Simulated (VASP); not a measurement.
Write the native input for VASP 6.6.1 that does the following.

```yaml
Task: band structure
Functional: LAK
Potentials_or_basis: VASP PAW PBE potentials, release 64 (Pt)
Cutoff: 460 eV
k_mesh: 27 × 27 × 27
Occupations: methfessel-paxton, width 0.05 eV
Spin: no spin polarisation
Tolerance_level: standard
Purpose: bands
Route: KPOINTS_OPT
Further_INCAR_settings: ALGO = Normal; EDIFF = 1e-07; NBANDS = 29
```

The structure of Pt lies in POSCAR:

```
Pt
1.0
    0.0000000000      1.9609000000      1.9609000000
    1.9609000000      0.0000000000      1.9609000000
    1.9609000000      1.9609000000      0.0000000000
Pt
1
Direct
    0.0000000000      0.0000000000      0.0000000000
```

The input as run:

INCAR

```
SYSTEM = Pt
  METAGGA = LAK
  ISMEAR = 1
  SIGMA = 0.05
  LWAVE = .FALSE.
  LCHARG = .FALSE.
  NBANDS = 29
  PREC = Accurate
  LASPH = .TRUE.
  LREAL = .FALSE.
  ALGO = Normal
  EDIFF = 1E-7
  NELM = 120
  GGA_COMPAT = .FALSE.
  ENCUT = 460
  LMAXMIX = 4
  LMIXTAU = .TRUE.
```

KPOINTS

```
Automatic mesh
0
Gamma
  27 27 27
  0 0 0
```

KPOINTS_OPT

```
path GXWKGLUWLK,UX
12
line-mode
reciprocal
 0.0000000000  0.0000000000  0.0000000000  G
 0.5000000000  0.0000000000  0.5000000000  X

 0.5000000000  0.0000000000  0.5000000000  X
 0.5000000000  0.2500000000  0.7500000000  W

 0.5000000000  0.2500000000  0.7500000000  W
 0.3750000000  0.3750000000  0.7500000000  K

 0.3750000000  0.3750000000  0.7500000000  K
 0.0000000000  0.0000000000  0.0000000000  G

 0.0000000000  0.0000000000  0.0000000000  G
 0.5000000000  0.5000000000  0.5000000000  L

 0.5000000000  0.5000000000  0.5000000000  L
 0.6250000000  0.2500000000  0.6250000000  U

 0.6250000000  0.2500000000  0.6250000000  U
 0.5000000000  0.2500000000  0.7500000000  W

 0.5000000000  0.2500000000  0.7500000000  W
 0.5000000000  0.5000000000  0.5000000000  L

 0.5000000000  0.5000000000  0.5000000000  L
 0.3750000000  0.3750000000  0.7500000000  K

 0.6250000000  0.2500000000  0.6250000000  U
 0.5000000000  0.0000000000  0.5000000000  X
```

Potentials or basis: VASP PAW PBE potentials, release 64 (Pt).

Command:

```console
$ cat potpaw_PBE.64/Pt/POTCAR > POTCAR
$ mpirun -np 1 vasp_std > vasp.out
```

It gave:

```yaml
Pressure: 15.6 GPa
Band_gap_along_the_path: zero within the smearing
```

Caveat: the cell stands under pressure; the PAW data sets were made with another functional, which shifts forces and pressure a little; spin-orbit coupling is left out, which moves the levels of the heavy elements.

It took 8.1 min on 1 thread of Intel(R) Xeon(R) 6975P-C (Granite Rapids) (shared host), peak memory 0.35 GiB.
